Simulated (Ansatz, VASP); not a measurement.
## Al32H: VASP beside Ansatz

```
CELL_PARAMETERS angstrom
5.62884 0.00000 0.00000
-2.81442 4.87472 0.00000
0.00000 0.00000 33.55495
ATOMIC_POSITIONS crystal
Al 0.16667 0.33333 0.11921
Al 0.16667 0.83333 0.11921
Al 0.66667 0.33333 0.11921
Al 0.66667 0.83333 0.11921
Al 0.00000 0.00000 0.18806
Al 0.00000 0.50000 0.18806
Al 0.50000 0.00000 0.18806
Al 0.50000 0.50000 0.18806
Al 0.33333 0.16667 0.25691
Al 0.33333 0.66667 0.25691
Al 0.83333 0.16667 0.25691
Al 0.83333 0.66667 0.25691
Al 0.00000 0.00000 0.32576
Al 0.00000 0.50000 0.32576
Al 0.50000 0.00000 0.32576
Al 0.50000 0.50000 0.32576
Al 0.16667 0.33333 0.39414
Al 0.16667 0.83333 0.39414
Al 0.66667 0.33333 0.39414
Al 0.66667 0.83333 0.39414
Al 0.00000 0.00000 0.46326
Al 0.00000 0.50000 0.46326
Al 0.50000 0.00000 0.46326
Al 0.50000 0.50000 0.46326
Al 0.33333 0.16667 0.53270
Al 0.33333 0.66667 0.53270
Al 0.83333 0.16667 0.53270
Al 0.83333 0.66667 0.53270
Al 0.00000 0.00000 0.60364
Al 0.00000 0.50000 0.60364
Al 0.50000 0.00000 0.60364
Al 0.50000 0.50000 0.60364
H 0.00000 0.25000 0.67814
```

Alike in both runs: task single point; functional PBE; dispersion D3(BJ); k mesh 6 × 6 × 1; occupations gaussian, width 0.1 eV; no spin polarisation.

|  | VASP | Ansatz |
| --- | --- | --- |
| version | VASP 6.6.1 | Ansatz 0.2.0 |
| potentials or method | VASP PAW PBE potentials, release 64 (Al, H), cutoff 520 eV | scalar-relativistic, plane waves, PAW |
| valence electrons in the cell | 97 | 97 |

Ansatz gave:

* gap on the k mesh at the Fermi level (eV): none
* rms of the force components (eV/Å): 0.163
* work function, face that differs most (eV): 5.64

Which values does VASP return?

gap on the k mesh at the Fermi level (eV): none; rms of the force components (eV/Å): 0.163; work function, face that differs most (eV): 5.62.

Atom by atom the forces differ by 0.001 eV/Å (rms over components). A gap of «none» marks a metal or a gap that the smearing closes. Ansatz's warnings: xc potential rough in thin density.
